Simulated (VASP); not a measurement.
# ScAl3N4 (Cm) in VASP: further runs, part 2 of 2

VASP 6.6.1. Earlier steps stand in the parts before.

### 3 Single point, PBEsol

File INCAR:

```
  PREC = Accurate
  ENCUT = 520
  EDIFF = 1E-6
  ISMEAR = 0
  SIGMA = 0.02
  LREAL = False
  LASPH = True
  NELM = 60
  ALGO = Normal
  ISIF = 2
  LWAVE = False
  LCHARG = False
  GGA = PS
  NBANDS = 30
```

File KPOINTS:

```
regular mesh
0
Gamma
  10 8 10
```

File POSCAR:

```
ScAl3N4
1.0
   -3.2085883332      0.0000000000      0.0000000000
    0.0000000000      5.6037523390     -0.0022451692
    1.6042941666     -2.7998414826     -5.0387629932
Sc Al N
1 3 4
Direct
    0.0059268667      0.3363283965      0.0118537334
    0.4999593388      0.8364046345     -0.0000813224
    0.7538057982      0.4169458554      0.5076115965
    0.2461483625      0.9170269819      0.4922967250
    0.8004359960      0.1310055960      0.6008719921
    0.3055286422      0.6425246511      0.6110572844
    0.5673737605      0.2131996454      0.1347475209
    0.0568212350      0.7425642391      0.1136424701
```

Potentials or basis: VASP PAW PBE potentials, release 64 (Sc_sv, Al, N).

Launch:

```console
$ cat potpaw_PBE.64/Sc_sv/POTCAR potpaw_PBE.64/Al/POTCAR potpaw_PBE.64/N/POTCAR > POTCAR
$ mpirun -np 1 vasp_std > vasp.out
```

OUTCAR:

```text
PREC = Accurate
   ENCUT = 520
   EDIFF = 1E-6
   ISMEAR = 0
   LREAL = False
   LASPH = True
   NELM = 60
   ISIF = 2
   GGA = PS

 ion  position               nearest neighbor table
   1  0.006  0.336  0.012-   7 2.01   7 2.01   8 2.06   5 2.07   4 3.08   3 3.11   3 3.11   3 3.15
                             4 3.20   4 3.20   2 3.20   2 3.20   2 3.26   2 3.26
   2  0.500  0.836  1.000-   7 1.86   8 1.90   8 1.90   6 1.96   4 3.10   4 3.10   3 3.11   3 3.11
                             3 3.15   4 3.17   1 3.20   1 3.20   1 3.26   1 3.26
   3  0.754  0.417  0.508-   7 1.88   5 1.92   6 1.95   6 1.95   2 3.11   2 3.11   1 3.11   1 3.11
                             2 3.15   1 3.15   4 3.19   4 3.19   4 3.27   4 3.27
   4  0.246  0.917  0.492-   8 1.91   5 1.92   5 1.92   6 1.96   1 3.08   2 3.10   2 3.10   2 3.17
                             3 3.19   3 3.19   1 3.20   1 3.20   3 3.27   3 3.27
   5  0.800  0.131  0.601-   4 1.92   4 1.92   3 1.92   1 2.07
   6  0.306  0.643  0.611-   3 1.95   3 1.95   2 1.96   4 1.96
   7  0.567  0.213  0.135-   2 1.86   3 1.88   1 2.01   1 2.01
   8  0.057  0.743  0.114-   2 1.90   2 1.90   4 1.91   1 2.06

  LATTYP: Found a base centered monoclinic cell.
 ALAT       =    11.5287891523
 B/A-ratio  =     0.2783109562
 C/A-ratio  =     0.4860660313
 COS(beta)  =    -0.4853627588

  Lattice vectors:

 A1 = (   1.6042941666,  -2.7998414826,  -5.0387629932)
 A2 = (  -1.6042941666,  -2.7998414826,  -5.0387629932)
 A3 = (   0.0000000000,   5.6037523390,  -0.0022451692)

Analysis of symmetry for initial positions (statically):
=====================================================================
 Subroutine PRICEL returns:
 Original cell was already a primitive cell.

 Routine SETGRP: Setting up the symmetry group for a
 base centered monoclinic supercell.

 Subroutine GETGRP returns: Found  2 space group operations
 (whereof  2 operations were pure point group operations)
 out of a pool of  4 trial point group operations.

[... 143 lines left out ...]
   IALGO  =     38    algorithm
   IMIX   =      4    mixing-type and parameters
     AMIX     =   0.40;   BMIX     =  1.00
     AMIX_MAG =   1.60;   BMIX_MAG =  1.00
  volume/ion in A,a.u.               =      11.33        76.44
  Fermi-wavevector in a.u.,A,eV,Ry     =   1.246494  2.355533 21.140027  1.553748
  Thomas-Fermi vector in A             =   2.380669
   LORBIT       =      0    0 simple, 1 ext, 2 COOP (PROOUT), +10 PAW based schemes
   GGA     = PS    functional components
   LHFCALC =     F    Hartree Fock is set to
   AEXX    =    0.0000 exact exchange contribution
   IVDW    =     0    specifies the selected vdW correction
   LEPSILON=     F    determine dielectric tensor
   LRPA    =     F    only Hartree local field effects (RPA)
 non-spin polarized calculation
 Gauss-broadening in eV      SIGMA  =   0.02
  energy-cutoff  :      520.00
  volume of cell :       90.62
 maximum number of plane-waves:      2467
   NGX = 11   NGY = 21   NGZ = 23

 number of electron      39.9999999 magnetization

 Free energy of the ion-electron system (eV)
  ---------------------------------------------------
  ext. energy  EPLUGINS =         0.00000000
  ---------------------------------------------------
  free energy    TOTEN  =       -65.04548541 eV

  energy without entropy =      -65.04548541  energy(sigma->0) =      -65.04548541

 E-fermi :   5.2587     XC(G=0): -11.0278

 val. band max:        5.0041188116   @ k =   0.5000   0.5000   0.2000
 cond. band min:       8.6361241880   @ k =   0.0000   0.0000   0.0000
 fundamental gap:      3.6320053764
 Fermi energy:         5.2586730675

 k-point     1 :       0.0000    0.0000    0.0000
  band No.  band energies     occupation
      1     -41.3287      2.00000
      2     -20.2590      2.00000
      3     -20.2523      2.00000
      4     -20.0683      2.00000
      5      -9.3736      2.00000
      6      -7.5212      2.00000
[... 781 lines left out ...]
     29      13.8116      0.00000
     30      14.2298      0.00000

 [... further k-points ...]
[... 5 lines left out ...]
  --------------------------------------------------------------------------------------
  -------------------------------------------------------------------------------------
  Total        0.1183129      0.1345611      0.1365568      0.0000000      0.0059197      0.0000000
  in kB        2.0918431      2.3791218      2.4144070      0.0000000      0.1046645      0.0000000
  external PRESSURE =       2.2951240 kB  Pullay stress =       0.0000000 kB

 VOLUME and BASIS-vectors are now :
 -----------------------------------------------------------------------------
  energy-cutoff  :      520.00
  volume of cell :       90.62
      direct lattice vectors                 reciprocal lattice vectors
    -3.208588333  0.000000000  0.000000000    -0.311663541 -0.000039748 -0.099208618
     0.000000000  5.603752339 -0.002245169     0.000000000  0.178412136 -0.099136574
     1.604294167 -2.799841483 -5.038762993     0.000000000 -0.000079497 -0.198417235

 POSITION                                       TOTAL-FORCE (eV/Angst)
 -----------------------------------------------------------------------------------
      0.00000      1.85151     -0.06048        -0.000000      0.016742      0.011509
      0.00000      1.88739     -5.04023         0.000000     -0.005549      0.004849
     -1.60429      0.91523     -2.55867         0.000000      0.003166     -0.007926
      0.00000      3.76044     -2.48263         0.000000     -0.003806     -0.003379
     -1.60429     -0.94822     -3.02795        -0.000000     -0.001882      0.040686
     -0.00000      1.88969     -3.08042         0.000000      0.001300     -0.005224
     -1.60429      0.81745     -0.67944         0.000000     -0.055267     -0.030875
      0.00000      3.84297     -0.57428        -0.000000      0.045296     -0.009639
 -----------------------------------------------------------------------------------
    total drift:                               -0.000006      0.000032     -0.000495

  FREE ENERGIE OF THE ION-ELECTRON SYSTEM (eV)
  ---------------------------------------------------
  free  energy   TOTEN  =       -65.0454854078 eV

  energy  without entropy=      -65.0454854078  energy(sigma->0) =      -65.04548541
```

OSZICAR:

```text
N       E                     dE             d eps       ncg     rms          rms(c)
DAV:   1     0.391970252530E+03    0.39197E+03   -0.18564E+04 13636   0.129E+03
DAV:   2    -0.266773158694E+02   -0.41865E+03   -0.40108E+03 15316   0.386E+02
DAV:   3    -0.747829176554E+02   -0.48106E+02   -0.47088E+02 19462   0.128E+02
DAV:   4    -0.766187679410E+02   -0.18359E+01   -0.18300E+01 20572   0.282E+01
DAV:   5    -0.766453416304E+02   -0.26574E-01   -0.26562E-01 17248   0.326E+00    0.226E+01
DAV:   6    -0.650397821755E+02    0.11606E+02   -0.47255E+01 21784   0.459E+01    0.882E+00
DAV:   7    -0.651429622456E+02   -0.10318E+00   -0.32499E+00 20230   0.121E+01    0.628E+00
DAV:   8    -0.650529322167E+02    0.90030E-01   -0.24927E-01 20268   0.424E+00    0.129E+00
DAV:   9    -0.650467461405E+02    0.61861E-02   -0.15564E-02 18728   0.996E-01    0.455E-01
DAV:  10    -0.650453861338E+02    0.13600E-02   -0.12630E-02 20026   0.772E-01    0.194E-01
DAV:  11    -0.650455016265E+02   -0.11549E-03   -0.85985E-04 20392   0.245E-01    0.709E-02
DAV:  12    -0.650454844378E+02    0.17189E-04   -0.15782E-04 19990   0.137E-01    0.221E-02
DAV:  13    -0.650454861109E+02   -0.16731E-05   -0.17251E-05 15698   0.282E-02    0.116E-02
DAV:  14    -0.650454854078E+02    0.70312E-06   -0.37417E-06 16536   0.205E-02
   1 F= -.65045485E+02 E0= -.65045485E+02  d E =-.250371E-74
```

stdout:

```text
POSCAR found type information on POSCAR ScAlN
 POSCAR found :  3 types and       8 ions
 scaLAPACK will be used
 -----------------------------------------------------------------------------
|                                                                             |
|                                                                             |
|     You enforced a specific xc type in the INCAR file but a different       |
|     I HOPE YOU KNOW WHAT YOU ARE DOING!                                     |
|                                                                             |
 -----------------------------------------------------------------------------

 LDA part: xc-table for (Slater+PW92), standard interpolation
 POSCAR, INCAR and KPOINTS ok, starting setup
 FFT: planning ... GRIDC
 FFT: planning ... GRID_SOFT
 FFT: planning ... GRID
 WAVECAR not read
 entering main loop
```

Wall time 7.1 min (1 thread of Intel Xeon Platinum 8259CL at 2.50GHz (Skylake/Cascade Lake), shared host); peak memory 0.61 GiB.

Results:

- Free energy: -65.0455 eV
- Pressure: 0.2 GPa
- Largest force: 0.063 eV/Å
- Band gap on the k mesh: 3.63 eV (least direct gap 3.75 eV)

Forces on the atoms (eV/Å):
```
Sc   0.000  0.017  0.012
Al   0.000 -0.006  0.005
Al   0.000  0.003 -0.008
Al   0.000 -0.004 -0.003
N    0.000 -0.002  0.041
N    0.000  0.001 -0.005
N    0.000 -0.055 -0.031
N    0.000  0.045 -0.010
```

Caveat: the PAW data sets were made with another functional, which shifts forces and pressure a little. A k mesh can miss the band edges.
